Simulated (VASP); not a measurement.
# Al3B2N (P6/mmm) in VASP: a series of runs

The runs below take Al3B2N through single point, relaxation of cell and atoms, with PBE.

Program: VASP 6.6.1. These are calculated values, not measurements. Logs are shortened: lines on timing, memory, paths and dates and some standing lists are left out, and cuts for length are marked.

## Step 1: The cell of the first run

The structure is hexagonal, space group P6/mmm (No. 191). The conventional cell has a = 3.839 Å, b = 3.839 Å, c = 6.310 Å, α = 90.00°, β = 90.00°, γ = 120.00°. Al (site symmetry -6m2) has 6 Al at 2.22 Å within 2.9 Å. Within 2.5 Å of Al (site symmetry 6/mmm) lie 2 B at 1.87 Å and 6 Al at 2.22 Å. Within 1.7 Å of B (site symmetry 6mm) lie 1 N at 1.28 Å. N (site symmetry 6/mmm) has 2 B at 1.28 Å within 1.7 Å.

## Step 2: Single point, PBE

Contents of INCAR:

```
SYSTEM = Al3B2N
ALGO     = Normal         ! electronic algorithm
EDIFF    = 1E-7           ! SCF threshold, eV
ENCUT    = 520            ! plane-wave cutoff, eV
GGA      = PE             ! functional
ISIF     = 2              ! what is computed and relaxed
ISMEAR   = 0              ! smearing method
LASPH    = .TRUE.         ! aspherical terms in the spheres
LCHARG   = .FALSE.        ! write CHGCAR
LREAL    = .FALSE.        ! projectors in reciprocal space
LWAVE    = .FALSE.        ! write WAVECAR
NBANDS   = 19             ! bands
NELM     = 60             ! most SCF steps
PREC     = Accurate       ! precision mode
SIGMA    = 0.1            ! smearing width, eV
```

Contents of KPOINTS:

```
k-points
0
G
  6 6 4
  0 0 0
```

Contents of POSCAR:

```
Al3B2N
1.0
    3.8388603400      0.0000000000      0.0000000000
   -1.9194301700      3.3245505700      0.0000000000
    0.0000000000      0.0000000000      6.3103724500
Al B N
3 2 1
Direct
    0.3333333300      0.6666666700      0.0000000000
    0.6666666700      0.3333333300      0.0000000000
    0.0000000000      0.0000000000      0.0000000000
    0.0000000000      0.0000000000      0.2966334100
    0.0000000000      0.0000000000      0.7033665900
    0.0000000000      0.0000000000      0.5000000000
```

Potentials or basis: VASP PAW PBE potentials, release 64 (Al, B, N).

Started as:

```sh
$ cat potpaw_PBE.64/Al/POTCAR potpaw_PBE.64/B/POTCAR potpaw_PBE.64/N/POTCAR > POTCAR
$ mpirun -np 1 vasp_std > vasp.out
```

OUTCAR:

```text
SYSTEM = Al3B2N
   EDIFF = 1E-7
   ENCUT = 520
   GGA = PE
   ISIF = 2
   ISMEAR = 0
   LASPH = .TRUE.
   LREAL = .FALSE.
   NELM = 60
   PREC = Accurate

 ion  position               nearest neighbor table
   1  0.333  0.667  0.000-   2 2.22   3 2.22   2 2.22   3 2.22   3 2.22   2 2.22
   2  0.667  0.333  0.000-   1 2.22   3 2.22   1 2.22   3 2.22   3 2.22   1 2.22
   3  0.000  0.000  0.000-   4 1.87   5 1.87   1 2.22   2 2.22   1 2.22   2 2.22   2 2.22   1 2.22

   4  0.000  0.000  0.297-   6 1.28   3 1.87
   5  0.000  0.000  0.703-   6 1.28   3 1.87
   6  0.000  0.000  0.500-   4 1.28   5 1.28

  LATTYP: Found a hexagonal cell.
 ALAT       =     3.8388603400
 C/A-ratio  =     1.6438140206

  Lattice vectors:

 A1 = (   3.8388603400,   0.0000000000,   0.0000000000)
 A2 = (  -1.9194301700,   3.3245505700,   0.0000000000)
 A3 = (   0.0000000000,   0.0000000000,   6.3103724500)

Analysis of symmetry for initial positions (statically):
=====================================================================
 Subroutine PRICEL returns:
 Original cell was already a primitive cell.

 Routine SETGRP: Setting up the symmetry group for a
 hexagonal supercell.

 Subroutine GETGRP returns: Found 24 space group operations
 (whereof 24 operations were pure point group operations)
 out of a pool of 24 trial point group operations.

The static configuration has the point symmetry D_6h.

Analysis of symmetry for dynamics (positions and initial velocities):
=====================================================================
 Subroutine PRICEL returns:
 Original cell was already a primitive cell.

 Routine SETGRP: Setting up the symmetry group for a
 hexagonal supercell.

 Subroutine GETGRP returns: Found 24 space group operations
 (whereof 24 operations were pure point group operations)
 out of a pool of 24 trial point group operations.

The dynamic configuration has the point symmetry D_6h.

 Subroutine INISYM returns: Found 24 space group operations
 (whereof 24 operations are pure point group operations),
 and found     1 'primitive' translations

----------------------------------------------------------------------------------------

                                     Primitive cell

  volume of cell :      80.5360

  direct lattice vectors                    reciprocal lattice vectors
[... 93 lines left out ...]
   EDIFFG = 0.1E-05   stopping-criterion for IOM
   NSW    =      0    number of steps for IOM
   IBRION =     -1    ionic relax: 0-MD 1-quasi-New 2-CG
   NFREE  =      0    steps in history (QN), initial steepest desc. (CG)
   ISIF   =      2    stress and relaxation
   ISYM   =      2    0-nonsym 1-usesym 2-fastsym
   POTIM  = 0.5000    time-step for ionic-motion
   TEBEG  =    0.0;   TEEND  =   0.0 temperature during run
   PSTRESS=    0.0 pullay stress
   NELECT =      20.0000    total number of electrons
   NUPDOWN=      -1.0000    fix difference up-down
   EMIN   =  10.00;   EMAX   =-10.00  energy-range for DOS
   EFERMI =   0.00;   METHOD = LEGACY
   ISMEAR =     0;   SIGMA  =   0.10  broadening in eV -4-tet -1-fermi 0-gaus
   EFERMI_NEDOS =   21; number of points for ismear=-14 and -15
   IALGO  =     38    algorithm
   IMIX   =      4    mixing-type and parameters
     AMIX     =   0.40;   BMIX     =  1.00
     AMIX_MAG =   1.60;   BMIX_MAG =  1.00
  volume/ion in A,a.u.               =      13.42        90.58
  Fermi-wavevector in a.u.,A,eV,Ry     =   1.029014  1.944555 14.406807  1.058870
  Thomas-Fermi vector in A             =   2.163040
   LORBIT       =      0    0 simple, 1 ext, 2 COOP (PROOUT), +10 PAW based schemes
   GGA     = PE    functional components
   LHFCALC =     F    Hartree Fock is set to
   AEXX    =    0.0000 exact exchange contribution
   IVDW    =     0    specifies the selected vdW correction
   LEPSILON=     F    determine dielectric tensor
   LRPA    =     F    only Hartree local field effects (RPA)
 non-spin polarized calculation
 Gauss-broadening in eV      SIGMA  =   0.10
  energy-cutoff  :      520.00
  volume of cell :       80.54
 maximum number of plane-waves:      2208
 NGX is ok and might be reduce to    30
   NGX = 15   NGY = 15   NGZ = 23

 number of electron      19.9999997 magnetization

 Free energy of the ion-electron system (eV)
  ---------------------------------------------------
  ext. energy  EPLUGINS =         0.00000000
  ---------------------------------------------------
  free energy    TOTEN  =       -23.70104083 eV

  energy without entropy =      -23.69118120  energy(sigma->0) =      -23.69611102

 E-fermi :   5.3692     XC(G=0):  -9.4336

 val. band max:        5.3151007398   @ k =   0.3333   0.0000   0.5000
 cond. band min:       5.3797756056   @ k =   0.1667   0.0000   0.5000
 fundamental gap:      0.0646748658
 Fermi energy:         5.3692102261

 k-point     1 :       0.0000    0.0000    0.0000
  band No.  band energies     occupation
      1     -11.6238      2.00000
      2      -6.9662      2.00000
      3      -4.5737      2.00000
      4      -0.9730      2.00000
      5       1.2950      2.00000
      6       1.2950      2.00000
[... 439 lines left out ...]
      6       0.0533      2.00000
[... 11 lines left out ...]
     18      13.5842      0.00000
     19      14.7855      0.00000

------------------------ aborting loop because EDIFF is reached ----------------------------------------

  FORCE on cell =-STRESS in cart. coord.  units (eV):
  Direction    XX          YY          ZZ          XY          YZ          ZX
  --------------------------------------------------------------------------------------
  -------------------------------------------------------------------------------------
  Total       32.9669272     32.9669271     18.1665865      0.0000000      0.0000000      0.0000000
  in kB      655.8413621    655.8413598    361.4045906      0.0000000      0.0000000      0.0000000
  external PRESSURE =     557.6957708 kB  Pullay stress =       0.0000000 kB

 VOLUME and BASIS-vectors are now :
 -----------------------------------------------------------------------------
  energy-cutoff  :      520.00
  volume of cell :       80.54
      direct lattice vectors                 reciprocal lattice vectors
     3.838860340  0.000000000  0.000000000     0.260493978  0.150396268  0.000000000
    -1.919430170  3.324550570  0.000000000     0.000000000  0.300792537  0.000000000
     0.000000000  0.000000000  6.310372450     0.000000000  0.000000000  0.158469252

 POSITION                                       TOTAL-FORCE (eV/Angst)
 -----------------------------------------------------------------------------------
     -0.00000      2.21637      0.00000         0.000000      0.000000      0.000000
      1.91943      1.10818      0.00000        -0.000000      0.000000      0.000000
      0.00000      0.00000      0.00000         0.000000      0.000000      0.000000
      0.00000      0.00000      1.87187         0.000000     -0.000000      0.645775
      0.00000      0.00000      4.43851         0.000000     -0.000000     -0.645775
      0.00000      0.00000      3.15519         0.000000      0.000000      0.000000
 -----------------------------------------------------------------------------------
    total drift:                                0.000000     -0.000000     -0.000000

  FREE ENERGIE OF THE ION-ELECTRON SYSTEM (eV)
  ---------------------------------------------------
  free  energy   TOTEN  =       -23.7010408279 eV

  energy  without entropy=      -23.6911812048  energy(sigma->0) =      -23.69611102
```

OSZICAR:

```text
N       E                     dE             d eps       ncg     rms          rms(c)
DAV:   1     0.599388240151E+02    0.59939E+02   -0.84812E+03   806   0.878E+02
DAV:   2    -0.225752148997E+02   -0.82514E+02   -0.78529E+02  1091   0.174E+02
DAV:   3    -0.278640335413E+02   -0.52888E+01   -0.52305E+01   978   0.418E+01
DAV:   4    -0.279595470122E+02   -0.95513E-01   -0.95421E-01  1094   0.622E+00
DAV:   5    -0.279617310067E+02   -0.21840E-02   -0.21839E-02  1068   0.885E-01    0.115E+01
DAV:   6    -0.245339582726E+02    0.34278E+01   -0.64687E+00   966   0.152E+01    0.594E+00
DAV:   7    -0.238581822589E+02    0.67578E+00   -0.93206E-01   925   0.603E+00    0.313E+00
DAV:   8    -0.236942497518E+02    0.16393E+00   -0.50175E-01   972   0.342E+00    0.656E-01
DAV:   9    -0.236985691474E+02   -0.43194E-02   -0.28076E-02   930   0.942E-01    0.437E-01
DAV:  10    -0.237000409271E+02   -0.14718E-02   -0.18807E-03   961   0.299E-01    0.258E-01
DAV:  11    -0.237009927743E+02   -0.95185E-03   -0.10571E-03   899   0.203E-01    0.469E-02
DAV:  12    -0.237010218591E+02   -0.29085E-04   -0.72477E-05  1034   0.594E-02    0.239E-02
DAV:  13    -0.237010416448E+02   -0.19786E-04   -0.48530E-05   900   0.396E-02    0.110E-02
DAV:  14    -0.237010403279E+02    0.13169E-05   -0.26849E-06  1014   0.102E-02    0.305E-03
DAV:  15    -0.237010407391E+02   -0.41114E-06   -0.58647E-07   891   0.475E-03    0.127E-03
DAV:  16    -0.237010408279E+02   -0.88810E-07   -0.31184E-08   707   0.100E-03
   1 F= -.23701041E+02 E0= -.23696111E+02  d E =-.985962E-02
```

Run time: 32 s. Hardware: 1 thread of Intel Xeon 6975P-C, shared host; peak memory 0.2 GiB.

Results:

- Free energy: -23.7010 eV
- Pressure: 55.8 GPa
- Largest force: 0.646 eV/Å
- Band gap on the k mesh: zero (band 10 reaches 5.93 eV, above the bottom of band 11 at 4.42 eV)

Forces in eV/Å, atoms in the order of the input:
```
Al   0.000  0.000  0.000
Al   0.000  0.000  0.000
Al   0.000  0.000  0.000
B    0.000  0.000  0.646
B    0.000  0.000 -0.646
N    0.000  0.000  0.000
```

Levels at points of the mesh, in eV from the Fermi level:
```
           k point  band 6  band 7  band 8  band 9  band 10  band 11  band 12  band 13  band 14  band 15
(0.00, 0.00, 0.00)   -4.07   -1.94   -1.12   -1.12    -0.95    -0.95     1.42     1.42     2.75     3.64
(0.50, 0.00, 0.00)   -4.85   -4.48   -3.00   -2.98    -2.28     0.39     1.56     3.68     4.79     5.99
(0.00, 0.00, 0.50)   -3.88   -1.95   -1.95   -1.52    -0.94    -0.94     3.41     3.82     4.25     4.25
(0.50, 0.00, 0.50)   -5.42   -4.17   -4.16   -2.20    -0.80     1.44     1.96     2.78     3.27     3.39
```

## Step 3: Single point, PBE

This run uses another cell than the first one, of 21.97 Å³/atom, 1.637 times its volume.

Contents of INCAR:

```
SYSTEM = Al3B2N
PREC     = Accurate       ! precision mode
ENCUT    = 520            ! plane-wave cutoff, eV
EDIFF    = 1E-6           ! SCF threshold, eV
ISMEAR   = 0              ! smearing method
SIGMA    = 0.1            ! smearing width, eV
LREAL    = .False.        ! projectors in reciprocal space
LASPH    = .True.         ! aspherical terms in the spheres
NELM     = 60             ! most SCF steps
ALGO     = Normal         ! electronic algorithm
ISIF     = 2              ! what is computed and relaxed
LWAVE    = .False.        ! write WAVECAR
LCHARG   = .True.         ! write CHGCAR
GGA      = PE             ! functional
LELF     = .True.         ! ELF
LVHAR    = .True.       
NBANDS   = 19             ! bands
```

Contents of KPOINTS:

```
regular mesh
0
Gamma
  6 6 4
  0 0 0
```

Contents of POSCAR:

```
Al3B2N
1.0
    4.7602789369      0.0000000000      0.0000000000
   -2.3801394684      4.1225224884      0.0000000000
    0.0000000000      0.0000000000      6.7161463255
Al B N
3 2 1
Direct
    0.3333333333      0.6666666667      0.0000000000
    0.6666666667      0.3333333333      0.0000000000
    0.0000000000      0.0000000000      0.0000000000
    0.0000000000      0.0000000000      0.3037807486
    0.0000000000      0.0000000000      0.6962192514
    0.0000000000      0.0000000000      0.5000000000
```

Potentials or basis: VASP PAW PBE potentials, release 64 (Al, B, N).

Started as:

```sh
$ cat potpaw_PBE.64/Al/POTCAR potpaw_PBE.64/B/POTCAR potpaw_PBE.64/N/POTCAR > POTCAR
$ mpirun -np 1 vasp_std > vasp.out
```

It took 42 s on 1 thread of Intel Xeon 6975P-C, shared host; peak memory 0.25 GiB.

Results (log left out):

* Free energy: -29.9185 eV
* Pressure: -0.2 GPa
* Largest force: 0.007 eV/Å
* Band gap on the k mesh: zero (band 10 reaches 2.65 eV, above the bottom of band 11 at 1.41 eV)

Forces in eV/Å, atoms in the order of the input:
```
Al   0.000  0.000  0.000
Al   0.000  0.000  0.000
Al   0.000  0.000  0.000
B    0.000  0.000  0.007
B    0.000  0.000 -0.007
N    0.000  0.000  0.000
```

Stress tensor (GPa, compression positive):
```
-0.13  0.00  0.00
 0.00 -0.13  0.00
 0.00  0.00 -0.30
```

Levels at points of the mesh, in eV from the Fermi level:
| k point | band 8 | band 9 | band 10 | band 11 | band 12 | band 13 |
| --- | --- | --- | --- | --- | --- | --- |
| (0.00, 0.00, 0.00) | -0.91 | -0.91 | -0.76 | -0.76 | 0.93 | 1.07 |
| (0.50, 0.00, 0.00) | -3.01 | -2.58 | -1.33 | 0.66 | 0.97 | 2.47 |
| (0.00, 0.00, 0.50) | -1.58 | -1.58 | -0.75 | -0.75 | 0.95 | 1.23 |
| (0.50, 0.00, 0.50) | -3.14 | -2.92 | -0.05 | 1.33 | 1.69 | 2.22 |

## Step 4: Relaxation of cell and atoms, PBE

Contents of INCAR:

```
ALGO     = Normal         # electronic algorithm
EDIFF    = 1E-6           # SCF threshold, eV
EDIFFG   = -0.04          # ionic threshold
ENCUT    = 600            # plane-wave cutoff, eV
GGA      = PE             # functional
IBRION   = 2              # ionic algorithm
ISIF     = 3              # what is computed and relaxed
ISMEAR   = 0              # smearing method
LASPH    = True           # aspherical terms in the spheres
LCHARG   = False          # write CHGCAR
LREAL    = False          # projectors in reciprocal space
LWAVE    = False          # write WAVECAR
NELM     = 100            # most SCF steps
NSW      = 90             # ionic steps
PREC     = Accurate       # precision mode
SIGMA    = 0.1            # smearing width, eV
```

Contents of KPOINTS:

```
k-points
0
Gamma
  6 6 4
```

Contents of POSCAR:

```
Al3B2N
1.0
    3.8388603400      0.0000000000      0.0000000000
   -1.9194301700      3.3245505700      0.0000000000
    0.0000000000      0.0000000000      6.3103724500
Al B N
3 2 1
Direct
    0.3333333300      0.6666666700      0.0000000000
    0.6666666700      0.3333333300      0.0000000000
    0.0000000000      0.0000000000      0.0000000000
    0.0000000000      0.0000000000      0.2966334100
    0.0000000000      0.0000000000      0.7033665900
    0.0000000000      0.0000000000      0.5000000000
```

Started as:

```sh
$ cat potpaw_PBE.64/Al/POTCAR potpaw_PBE.64/B/POTCAR potpaw_PBE.64/N/POTCAR > POTCAR
$ mpirun -np 1 vasp_std > vasp.out
```

It took 3.8 min on 1 thread of Intel Xeon 6975P-C, shared host; peak memory 0.23 GiB.

Results (log left out):

```yaml
Free_energy: -29.8729 eV
Relaxed_volume: 21.60 Å³/atom
Relaxed_cell: a = 4.724 Å, b = 4.724 Å, c = 6.705 Å, α = 90.00°, β = 90.00°, γ = 120.00°
Space_group_after_relaxing_to_0.05_Å: P6/mmm (No. 191)
Energy_gained_by_relaxing: 1028.0 meV/atom
Ionic_steps: 13
Pressure_after_relaxing: 0.1 GPa
Largest_force_after_relaxing: 0.003 eV/Å
Band_gap_on_the_k_mesh: zero (band 10 reaches 2.72 eV, above the bottom of band 11 at 1.48 eV)
```

Forces in eV/Å, atoms in the order of the input:
```
Al   0.000  0.000  0.000
Al   0.000  0.000  0.000
Al   0.000  0.000  0.000
B    0.000  0.000  0.003
B    0.000  0.000 -0.003
N    0.000  0.000  0.000
```

Stress tensor (GPa, compression positive):
```
0.10 0.00 0.00
0.00 0.10 0.00
0.00 0.00 0.23
```

The path:
```
step  energy change (eV)  largest force (eV/Å)  pressure (GPa)  volume (Å³)
   1              0.0000                0.6472           55.75        80.54
   2             -5.2426                3.7639           -9.12       147.69
   3             -5.7784                3.0707           -1.39       123.41
   4             -5.7825                3.1591           -2.59       126.03
   5             -4.0830               15.4653           13.10       128.24
   6             -6.1275                0.3567            0.53       126.91
   7             -6.1282                0.4943            0.65       126.93
   8             -6.1283                0.5933            0.75       126.95
   9             -6.1628                0.1350            0.27       128.60
  10             -6.1678                0.1685            0.03       129.58
  11             -6.1679                0.1341            0.05       129.47
  12             -6.1668                0.2747            0.33       129.78
  13             -6.1682                0.0031            0.14       129.57
```

Final structure:
```
Al B N
1.0
     4.72378    0.00000    0.00000
    -2.36189    4.09091    0.00000
     0.00000    0.00000    6.70509
Al B N
3 2 1
Cartesian
  0.0000 2.7273 0.0000
  2.3619 1.3636 0.0000
  0.0000 0.0000 0.0000
  0.0000 0.0000 2.0356
  0.0000 0.0000 4.6695
  0.0000 0.0000 3.3525
```

Levels at points of the mesh, in eV from the Fermi level:
```
           k point  band 8  band 9  band 10  band 11  band 12  band 13
(0.00, 0.00, 0.00)   -0.93   -0.93    -0.77    -0.77     1.06     1.08
(0.50, 0.00, 0.00)   -2.99   -2.61    -1.38     0.66     0.99     2.50
(0.00, 0.00, 0.50)   -1.60   -1.60    -0.77    -0.77     1.08     1.28
(0.50, 0.00, 0.50)   -3.18   -2.90    -0.07     1.35     1.70     2.25
```

Caveat: the volume moved by over 15 % at a fixed basis, so the end points are rough.

## Step 5: The runs side by side

| task | cell | cutoff (eV) | gap on the mesh (eV) | pressure (GPa) | largest force (eV/Å) |
| --- | --- | --- | --- | --- | --- |
| single point | a = 3.839, b = 3.839, c = 6.310 Å, angles 90.0, 90.0, 120.0°, 6 atoms | 520 | none | 55.8 | 0.65 |
| single point | a = 4.760, b = 4.760, c = 6.716 Å, angles 90.0, 90.0, 120.0°, 6 atoms | 520 | none | -0.2 | 0.01 |
| relaxation of cell and atoms | relaxed from a = 3.839, b = 3.839, c = 6.310 Å, angles 90.0, 90.0, 120.0°, 6 atoms | 600 | none | 0.1 | - |

Alike in all rows: level PBE; potentials or basis VASP PAW PBE potentials, release 64 (Al, B, N); no spin polarisation; k mesh 6 × 6 × 4; smearing gaussian 0.1 eV.

Caveats: the volume moved by over 15 % at a fixed basis, so the end points are rough (some runs).

Absolute energies hang on the potentials; compare differences alone.
